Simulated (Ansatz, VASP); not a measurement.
**Two plane-wave programs on CsB3N3**

INCAR

```
SYSTEM = CsB3N3
PREC = Accurate
ENCUT = 520
EDIFF = 1E-6
ISMEAR = 0
SIGMA = 0.1
LREAL = .FALSE.
LASPH = .TRUE.
NELM = 80
ALGO = Normal
ISIF = 2
LWAVE = .FALSE.
LCHARG = .FALSE.
GGA = PE
NBANDS = 26
```

The input KPOINTS:

```
regular mesh
0
G
  12 12 4
  0 0 0
```

Contents of POSCAR:

```
CsB3N3
1.0
    4.3687682113      0.0000000000      0.0000000000
   -2.1843841056      3.7834642543      0.0000000000
    0.0000000000      0.0000000000      9.6235860555
Cs B N
1 3 3
Direct
    0.0000000000      0.0000000000      0.5000000000
    0.3333333333      0.6666666667      0.0000000000
    0.6666666667      0.3333333333      0.0000000000
    0.0000000000      0.0000000000      0.0000000000
    0.3332814006      0.0000000000      0.0000000000
    0.0000000000      0.3332814006      0.0000000000
    0.6667185994      0.6667185994      0.0000000000
```

Input for Ansatz:

```yaml
crystal:
  lattice:
    - [4.3687682113, 0.0, 0.0]
    - [-2.1843841056, 3.7834642543, 0.0]
    - [0.0, 0.0, 9.6235860555]
  atoms:
    - { symbol: Cs, position: [0.0, 0.0, 0.5] }
    - { symbol: B, position: [0.3333333333, 0.6666666667, 0.0] }
    - { symbol: B, position: [0.6666666667, 0.3333333333, 0.0] }
    - { symbol: B, position: [0.0, 0.0, 0.0] }
    - { symbol: "N", position: [0.3332814006, 0.0, 0.0] }
    - { symbol: "N", position: [0.0, 0.3332814006, 0.0] }
    - { symbol: "N", position: [0.6667185994, 0.6667185994, 0.0] }
basis:
  ecutwfc: 420
kpoints:
  mp_grid: { grid: [12, 12, 4] }
  band_path:
    path:
      - [[0.0, 0.0, 0.0], [0.5, 0.0, 0.0], [0.33333333, 0.33333333, 0.0], [0.0, 0.0, 0.0], [0.0, 0.0, 0.5], [0.5, 0.0, 0.5], [0.33333333, 0.33333333, 0.5], [0.0, 0.0, 0.5]]
      - [[0.5, 0.0, 0.5], [0.5, 0.0, 0.0]]
      - [[0.33333333, 0.33333333, 0.5], [0.33333333, 0.33333333, 0.0]]
    npoints: 14
hamiltonian:
  xc: pbe
scf:
  occupations: { method: gaussian, width: 0.1 }
  n_extra_bands: 17
output:
  forces: true
  stress: true
  eigenvalues: true
  populations: true
  dos: { projected: true, de: 0.02, nscf_kmesh: { grid: [15, 15, 5] } }
  bader: true
  write_density: true
  write_potential: true
  elf: true
  volumetric_format: npy
```

Alike in both runs: task single point; functional PBE; k mesh 12 × 12 × 4; occupations gaussian, width 0.1 eV; no spin polarisation.

|  | VASP | Ansatz |
| --- | --- | --- |
| version | VASP 6.6.1 | Ansatz 0.2.0 |
| potentials or method | VASP PAW PBE potentials, release 64 (Cs_sv, B, N), cutoff 520 eV | scalar-relativistic, plane waves, PAW |
| valence electrons in the cell | 33 | 33 |

```csv
,VASP,Ansatz,Ansatz less VASP
gap on the k mesh at the Fermi level (eV),none,none,-
pressure (GPa),0.0,0.0,-0.01
"traceless stress, the component that is largest in VASP (GPa)",-0.07,0.01,+0.074
```

A gap of «none» marks a metal or a gap that the smearing closes. With one functional, cell and mesh, what is left measures potentials, basis and numerics.

Spin-orbit coupling is off throughout.
